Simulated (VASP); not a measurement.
# Rh in VASP: notebook, part 2 of 2

VASP 6.6.1.

### Step 3. Electric field gradients, PBEsol (equal xy, yz and zx shear strains of -1 %)

File INCAR:

```
SYSTEM = Rh
PREC = Accurate
ENCUT = 520
EDIFF = 1E-8
ISMEAR = -1
SIGMA = 0.08
LREAL = .False.
LASPH = .True.
NELM = 80
ALGO = Normal
ISIF = 2
LWAVE = .False.
LCHARG = .False.
GGA = PS
LEFG = .True.
NBANDS = 14
```

File KPOINTS:

```
regular mesh
0
Gamma
  16 16 16
  0 0 0
```

File POSCAR:

```
Rh
1.0
   -0.0190155000      1.8920422500      1.8920422500
    1.8920422500     -0.0190155000      1.8920422500
    1.8920422500      1.8920422500     -0.0190155000
Rh
1
Direct
    0.0000000000      0.0000000000      0.0000000000
```

Potentials or basis: VASP PAW PBE potentials, release 64 (Rh_pv).

Command:

```
$ cat potpaw_PBE.64/Rh_pv/POTCAR > POTCAR
$ mpirun -np 1 vasp_std > vasp.out
```

OUTCAR:

```text
SYSTEM = Rh
   PREC = Accurate
   ENCUT = 520
   EDIFF = 1E-8
   ISMEAR = -1
   LREAL = .False.
   LASPH = .True.
   NELM = 80
   ISIF = 2
   GGA = PS

 ion  position               nearest neighbor table
   1  0.000  0.000  0.000-

  LATTYP: Found a trigonal (rhomboedric) cell.
 ALAT       =     2.6758193775
 COS(alpha) =     0.4899250057

  Lattice vectors:

 A1 = (  -0.0190155000,   1.8920422500,   1.8920422500)
 A2 = (   1.8920422500,  -0.0190155000,   1.8920422500)
 A3 = (   1.8920422500,   1.8920422500,  -0.0190155000)

Analysis of symmetry for initial positions (statically):
=====================================================================
 Subroutine PRICEL returns:
 Original cell was already a primitive cell.

 Routine SETGRP: Setting up the symmetry group for a
 trigonal (rhombohedral) supercell.

 Subroutine GETGRP returns: Found 12 space group operations
 (whereof 12 operations were pure point group operations)
 out of a pool of 12 trial point group operations.

The static configuration has the point symmetry D_3d.

Analysis of symmetry for dynamics (positions and initial velocities):
=====================================================================
 Subroutine PRICEL returns:
 Original cell was already a primitive cell.

 Routine SETGRP: Setting up the symmetry group for a
 trigonal (rhombohedral) supercell.

 Subroutine GETGRP returns: Found 12 space group operations
 (whereof 12 operations were pure point group operations)
 out of a pool of 12 trial point group operations.

The dynamic configuration has the point symmetry D_3d.

[... 152 lines left out ...]
      1     -34.5803      2.00000
      2     -34.5803      2.00000
      3     -34.5756      2.00000
      4       3.6994      2.00000
      5       8.5938      2.00000
      6       8.5938      2.00000
      7       8.7831      2.00000
      8      10.7753      1.99999
      9      10.7753      1.99999
     10      27.6831      0.00000
     11      32.1255      0.00000
     12      32.9780      0.00000
     13      32.9780      0.00000
     14      33.4642      0.00000
[... 377 lines left out ...]
      1     -34.6473      2.00000
      2     -34.6002      2.00000
      3     -34.5826      2.00000
      4       4.1074      2.00000
      5       8.4043      2.00000
      6       8.7566      2.00000
      7       8.9381      2.00000
      8      10.5967      2.00000
      9      10.8094      1.99998
     10      28.2492      0.00000
     11      31.3450      0.00000
     12      32.1297      0.00000
     13      33.1452      0.00000
     14      34.1912      0.00000

 [... further k-points ...]
[... 5 lines left out ...]
  --------------------------------------------------------------------------------------
  -------------------------------------------------------------------------------------
  Total       -0.4154491     -0.4154491     -0.4154491      0.1688961      0.1688961      0.1688961
  in kB      -48.4069663    -48.4069663    -48.4069663     19.6793055     19.6793055     19.6793055
  external PRESSURE =     -48.4069663 kB  Pullay stress =       0.0000000 kB

 VOLUME and BASIS-vectors are now :
 -----------------------------------------------------------------------------
  energy-cutoff  :      520.00
  volume of cell :       13.75
      direct lattice vectors                 reciprocal lattice vectors
    -0.019015500  1.892042250  1.892042250    -0.260313822  0.262956602  0.262956602
     1.892042250 -0.019015500  1.892042250     0.262956602 -0.260313822  0.262956602
     1.892042250  1.892042250 -0.019015500     0.262956602  0.262956602 -0.260313822

 POSITION                                       TOTAL-FORCE (eV/Angst)
 -----------------------------------------------------------------------------------
      0.00000      0.00000      0.00000         0.000000      0.000000      0.000000
 -----------------------------------------------------------------------------------
    total drift:                                0.000000     -0.000000      0.000000

  FREE ENERGIE OF THE ION-ELECTRON SYSTEM (eV)
  ---------------------------------------------------
  free  energy   TOTEN  =        -8.1454680819 eV

  energy  without entropy=       -8.1158864050  energy(sigma->0) =       -8.13067724

 Electric field gradients (V/A^2)
---------------------------------------------------------------------
 ion       V_xx      V_yy      V_zz      V_xy      V_xz      V_yz
---------------------------------------------------------------------
   1      -0.000    -0.000    -0.000    -0.857    -0.857    -0.857
---------------------------------------------------------------------

 Electric field gradients after diagonalization (V/A^2)
 (convention: |V_zz| > |V_xx| > |V_yy|)
----------------------------------------------------------------------
 ion       V_xx      V_yy      V_zz     asymmetry (V_yy - V_xx)/ V_zz
----------------------------------------------------------------------
   1       0.857     0.857    -1.714       0.000
----------------------------------------------------------------------

           NMR quadrupolar parameters

 Cq : quadrupolar parameter    Cq=e*Q*V_zz/h
 eta: asymmetry parameters     (V_yy - V_xx)/ V_zz
 Q  : nuclear electric quadrupole moment in mb (millibarn)
----------------------------------------------------------------------
 ion       Cq(MHz)       eta       Q (mb)
----------------------------------------------------------------------
   1      -0.004       0.000       1.000
----------------------------------------------------------------------
```

OSZICAR:

```text
N       E                     dE             d eps       ncg     rms          rms(c)
DAV:   1     0.118660707294E+03    0.11866E+03   -0.87106E+03 11720   0.114E+03
DAV:   2    -0.718476022756E+01   -0.12585E+03   -0.12024E+03 12726   0.340E+02
DAV:   3    -0.877275276755E+01   -0.15880E+01   -0.15849E+01 14070   0.420E+01
DAV:   4    -0.877854919242E+01   -0.57964E-02   -0.57962E-02 13170   0.260E+00
DAV:   5    -0.877859908793E+01   -0.49896E-04   -0.49892E-04 13878   0.213E-01    0.110E+01
DAV:   6    -0.817065239948E+01    0.60795E+00   -0.10331E+00 12384   0.140E+01    0.341E+00
DAV:   7    -0.815024635703E+01    0.20406E-01   -0.20357E-02 13362   0.172E+00    0.159E+00
DAV:   8    -0.814568575214E+01    0.45606E-02   -0.44922E-03 12336   0.919E-01    0.224E-01
DAV:   9    -0.814546285115E+01    0.22290E-03   -0.19631E-04 12240   0.198E-01    0.259E-02
DAV:  10    -0.814546796941E+01   -0.51183E-05   -0.24891E-06 13314   0.179E-02    0.535E-03
DAV:  11    -0.814546815128E+01   -0.18188E-06   -0.42825E-07 13332   0.905E-03    0.452E-04
DAV:  12    -0.814546809581E+01    0.55478E-07   -0.80330E-09  8172   0.131E-03    0.136E-04
DAV:  13    -0.814546808471E+01    0.11094E-07   -0.45701E-10  6024   0.300E-04    0.606E-05
DAV:  14    -0.814546808189E+01    0.28213E-08   -0.10281E-10  5958   0.137E-04
   1 F= -.81454681E+01 E0= -.81306772E+01  d E =-.295817E-01
```

Wall time 83 s (1 thread of Intel Xeon Platinum 8259CL at 2.50GHz (Skylake/Cascade Lake), shared host); peak memory 0.18 GiB.

Results:

* Free energy: -8.1455 eV
* Pressure: -4.8 GPa

Stress tensor (GPa, compression positive):
```
-4.84  1.97  1.97
 1.97 -4.84  1.97
 1.97  1.97 -4.84
```

Electric field gradients, principal values (V/Å²):
```csv
atom,least,middle,greatest (by size)
1 Rh,0.857,0.857,-1.714
```

Caveat: the cell differs from its parent crystal (equal xy, yz and zx shear strains of -1 %); without QUAD_EFG the Cq values of the log hold for a quadrupole moment of 1 mb, not for the nuclei; the PAW data sets were made with another functional, which shifts forces and pressure a little.

### Step 4. Electric field gradients, PBEsol (equal xy, yz and zx shear strains of -1 %)

File INCAR:

```
ALGO = Normal
EDIFF = 1E-8
ENCUT = 520
GGA = PS
ISIF = 2
ISMEAR = -1
LASPH = True
LCHARG = False
LEFG = True
LREAL = False
LWAVE = False
NBANDS = 14
NELM = 60
PREC = Accurate
SIGMA = 0.08
```

File KPOINTS:

```
k-points
0
Gamma
  16 16 16
```

POSCAR is that of step 3.

Potentials or basis: VASP PAW PBE potentials, release 64 (Rh_pv).

Command:

```
$ cat potpaw_PBE.64/Rh_pv/POTCAR > POTCAR
$ mpirun -np 1 vasp_std > vasp.out
```

OUTCAR:

```text
EDIFF = 1E-8
   ENCUT = 520
   GGA = PS
   ISIF = 2
   ISMEAR = -1
   LASPH = True
   LREAL = False
   NELM = 60
   PREC = Accurate

 ion  position               nearest neighbor table
   1  0.000  0.000  0.000-

  LATTYP: Found a trigonal (rhomboedric) cell.
 ALAT       =     2.6758193775
 COS(alpha) =     0.4899250057

  Lattice vectors:

 A1 = (  -0.0190155000,   1.8920422500,   1.8920422500)
 A2 = (   1.8920422500,  -0.0190155000,   1.8920422500)
 A3 = (   1.8920422500,   1.8920422500,  -0.0190155000)

Analysis of symmetry for initial positions (statically):
=====================================================================
 Subroutine PRICEL returns:
 Original cell was already a primitive cell.

 Routine SETGRP: Setting up the symmetry group for a
 trigonal (rhombohedral) supercell.

 Subroutine GETGRP returns: Found 12 space group operations
 (whereof 12 operations were pure point group operations)
 out of a pool of 12 trial point group operations.

The static configuration has the point symmetry D_3d.

Analysis of symmetry for dynamics (positions and initial velocities):
=====================================================================
 Subroutine PRICEL returns:
 Original cell was already a primitive cell.

 Routine SETGRP: Setting up the symmetry group for a
 trigonal (rhombohedral) supercell.

 Subroutine GETGRP returns: Found 12 space group operations
 (whereof 12 operations were pure point group operations)
 out of a pool of 12 trial point group operations.

The dynamic configuration has the point symmetry D_3d.

 Subroutine INISYM returns: Found 12 space group operations
 (whereof 12 operations are pure point group operations),
[... 155 lines left out ...]
      6       8.5938      2.00000
      7       8.7831      2.00000
      8      10.7753      1.99999
      9      10.7753      1.99999
     10      27.6831      0.00000
     11      32.1255      0.00000
     12      32.9780      0.00000
     13      32.9780      0.00000
     14      33.4642      0.00000
[... 377 lines left out ...]
      1     -34.6473      2.00000
      2     -34.6002      2.00000
      3     -34.5826      2.00000
      4       4.1074      2.00000
      5       8.4043      2.00000
      6       8.7566      2.00000
      7       8.9381      2.00000
      8      10.5967      2.00000
      9      10.8094      1.99998
     10      28.2492      0.00000
     11      31.3450      0.00000
     12      32.1297      0.00000
     13      33.1452      0.00000
     14      34.1912      0.00000

 [... further k-points ...]
[... 5 lines left out ...]
  --------------------------------------------------------------------------------------
  -------------------------------------------------------------------------------------
  Total       -0.4154491     -0.4154491     -0.4154491      0.1688961      0.1688961      0.1688961
  in kB      -48.4069663    -48.4069663    -48.4069663     19.6793055     19.6793055     19.6793055
  external PRESSURE =     -48.4069663 kB  Pullay stress =       0.0000000 kB

 VOLUME and BASIS-vectors are now :
 -----------------------------------------------------------------------------
  energy-cutoff  :      520.00
  volume of cell :       13.75
      direct lattice vectors                 reciprocal lattice vectors
    -0.019015500  1.892042250  1.892042250    -0.260313822  0.262956602  0.262956602
     1.892042250 -0.019015500  1.892042250     0.262956602 -0.260313822  0.262956602
     1.892042250  1.892042250 -0.019015500     0.262956602  0.262956602 -0.260313822

 POSITION                                       TOTAL-FORCE (eV/Angst)
 -----------------------------------------------------------------------------------
      0.00000      0.00000      0.00000         0.000000      0.000000      0.000000
 -----------------------------------------------------------------------------------
    total drift:                                0.000000     -0.000000      0.000000

  FREE ENERGIE OF THE ION-ELECTRON SYSTEM (eV)
  ---------------------------------------------------
  free  energy   TOTEN  =        -8.1454680819 eV

  energy  without entropy=       -8.1158864050  energy(sigma->0) =       -8.13067724

 Electric field gradients (V/A^2)
---------------------------------------------------------------------
 ion       V_xx      V_yy      V_zz      V_xy      V_xz      V_yz
---------------------------------------------------------------------
   1      -0.000    -0.000    -0.000    -0.857    -0.857    -0.857
---------------------------------------------------------------------

 Electric field gradients after diagonalization (V/A^2)
 (convention: |V_zz| > |V_xx| > |V_yy|)
----------------------------------------------------------------------
 ion       V_xx      V_yy      V_zz     asymmetry (V_yy - V_xx)/ V_zz
----------------------------------------------------------------------
   1       0.857     0.857    -1.714       0.000
----------------------------------------------------------------------

           NMR quadrupolar parameters

 Cq : quadrupolar parameter    Cq=e*Q*V_zz/h
 eta: asymmetry parameters     (V_yy - V_xx)/ V_zz
 Q  : nuclear electric quadrupole moment in mb (millibarn)
----------------------------------------------------------------------
 ion       Cq(MHz)       eta       Q (mb)
----------------------------------------------------------------------
   1      -0.004       0.000       1.000
----------------------------------------------------------------------
```

OSZICAR:

```text
N       E                     dE             d eps       ncg     rms          rms(c)
DAV:   1     0.118660707294E+03    0.11866E+03   -0.87106E+03 11720   0.114E+03
DAV:   2    -0.718476022756E+01   -0.12585E+03   -0.12024E+03 12726   0.340E+02
DAV:   3    -0.877275276755E+01   -0.15880E+01   -0.15849E+01 14070   0.420E+01
DAV:   4    -0.877854919242E+01   -0.57964E-02   -0.57962E-02 13170   0.260E+00
DAV:   5    -0.877859908793E+01   -0.49896E-04   -0.49892E-04 13878   0.213E-01    0.110E+01
DAV:   6    -0.817065239948E+01    0.60795E+00   -0.10331E+00 12384   0.140E+01    0.341E+00
DAV:   7    -0.815024635703E+01    0.20406E-01   -0.20357E-02 13362   0.172E+00    0.159E+00
DAV:   8    -0.814568575214E+01    0.45606E-02   -0.44922E-03 12336   0.919E-01    0.224E-01
DAV:   9    -0.814546285115E+01    0.22290E-03   -0.19631E-04 12240   0.198E-01    0.259E-02
DAV:  10    -0.814546796941E+01   -0.51183E-05   -0.24891E-06 13314   0.179E-02    0.535E-03
DAV:  11    -0.814546815128E+01   -0.18188E-06   -0.42825E-07 13332   0.905E-03    0.452E-04
DAV:  12    -0.814546809581E+01    0.55478E-07   -0.80330E-09  8172   0.131E-03    0.136E-04
DAV:  13    -0.814546808471E+01    0.11094E-07   -0.45701E-10  6024   0.300E-04    0.606E-05
DAV:  14    -0.814546808189E+01    0.28213E-08   -0.10281E-10  5958   0.137E-04
   1 F= -.81454681E+01 E0= -.81306772E+01  d E =-.295817E-01
```

Run time: 72 s. Hardware: 1 thread of Intel Xeon Platinum 8259CL at 2.50GHz (Skylake/Cascade Lake), shared host; peak memory 0.18 GiB.

Results:

```
Free energy : -8.1455 eV
Pressure    : -4.8 GPa
```

Levels at points of the mesh, in eV from the Fermi level:
| k point | band 5 | band 6 | band 7 | band 8 | band 9 | band 10 |
| --- | --- | --- | --- | --- | --- | --- |
| (0.00, 0.00, 0.00) | -3.15 | -3.15 | -2.96 | -0.97 | -0.97 | 15.94 |
| (0.50, 0.00, 0.00) | -3.26 | -3.04 | 0.52 | 0.61 | 0.63 | 8.52 |
| (0.50, 0.50, 0.00) | -5.97 | 0.56 | 0.99 | 1.01 | 3.18 | 12.23 |
| (0.50, 0.50, 0.50) | -3.18 | -3.18 | 0.62 | 0.62 | 0.81 | 8.82 |

Electric field gradients, principal values (V/Å²):
```tsv
atom	least	middle	greatest (by size)
1 Rh	0.857	0.857	-1.714
```

Caveat: the cell differs from its parent crystal (equal xy, yz and zx shear strains of -1 %); without QUAD_EFG the Cq values of the log hold for a quadrupole moment of 1 mb, not for the nuclei; the PAW data sets were made with another functional, which shifts forces and pressure a little.
